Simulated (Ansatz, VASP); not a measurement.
## Two plane-wave programs on HBr

```xyz
2
Lattice="0.0000 2.8200 3.0315 2.7775 0.0000 3.0315 2.7775 2.8200 0.0000" Properties=species:S:1:pos:R:3 pbc="T T T"
H     0.0000    0.0000    0.0000
Br    2.7775    2.8200    3.0315
```

Alike in both runs: task relaxation of cell and atoms; functional LDA; k mesh 6 × 6 × 6; occupations gaussian, width 0.1 eV; no spin polarisation.

|  | VASP | Ansatz |
| --- | --- | --- |
| version | VASP 6.6.1 | Ansatz 0.2.0 |
| potentials or method | VASP PAW LDA potentials, release 64 (H, Br), cutoff 600 eV | scalar-relativistic, plane waves, PAW |
| valence electrons in the cell | 8 | 8 |

VASP gave:

| Quantity | Value |
| --- | --- |
| gap on the k mesh at the Fermi level, each at its own relaxed structure (eV) | 0.87 |
| relaxed volume (Å³/atom) | 20.35 |
| relaxed cell length with the largest relative difference (Å) | 3.897 |

Task: Which values does Ansatz return?

Result: gap on the k mesh at the Fermi level, each at its own relaxed structure (eV): 0.70; relaxed volume (Å³/atom): 19.49; relaxed cell length with the largest relative difference (Å): 3.809.

LDA's correlation is that of Perdew and Zunger in VASP and of Perdew and Wang (1992) in Ansatz.
